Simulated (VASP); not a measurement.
Set up this calculation in VASP 6.6.1, as the native input.

* Task: single point
* Functional: PBE
* Potentials or basis: VASP PAW PBE potentials, release 64 (Si, O)
* Cutoff: 520 eV
* k mesh: 10 × 10 × 10
* Occupations: fermi-dirac, width 0.02 eV
* Spin: no spin polarisation
* Dipole correction: no
* Further INCAR settings: ALGO = Normal; EDIFF = 1e-06; NBANDS = 15

The structure of SiO2 lies in POSCAR:

```
SiO2
1.0
    0.0000000000      2.2641691115      2.2641691115
    2.3483962024      0.0000000000      2.2641691115
    2.3483962024      2.2641691115      0.0000000000
Si O
1 2
Direct
    0.0000000000      0.0000000000      0.0000000000
    0.2500000000      0.2500000000      0.2500000000
    0.7500000000      0.7500000000      0.7500000000
```

This cell differs from its parent crystal: uniaxial x strain +3.7%.

One way to write it, as run:

INCAR

```
PREC     = Accurate       # precision mode
ENCUT    = 520            # plane-wave cutoff, eV
EDIFF    = 1E-6           # SCF threshold, eV
ISMEAR   = -1             # smearing method
SIGMA    = 0.02           # smearing width, eV
LREAL    = False          # projectors in reciprocal space
LASPH    = True           # aspherical terms in the spheres
NELM     = 60             # most SCF steps
ALGO     = Normal         # electronic algorithm
ISIF     = 2              # what is computed and relaxed
LWAVE    = False          # write WAVECAR
LCHARG   = False          # write CHGCAR
GGA      = PE             # functional
NBANDS   = 15             # bands
```

KPOINTS

```
Automatic mesh
0
Gamma
  10 10 10
```

Potentials or basis: VASP PAW PBE potentials, release 64 (Si, O).

Launch:

```console
$ cat potpaw_PBE.64/Si/POTCAR potpaw_PBE.64/O/POTCAR > POTCAR
$ mpirun -np 1 vasp_std > vasp.out
```

It gave:

```json
{
 "Pressure": "0.3 GPa",
 "Band gap on the k mesh": "1.49 eV (least direct gap 1.62 eV)"
}
```

Caveat: the cell differs from its parent crystal (uniaxial x strain +3.7%).

Wall time 9.5 s on 1 thread of Intel(R) Xeon(R) 6975P-C (Granite Rapids), on a shared host, peak memory 0.15 GiB.
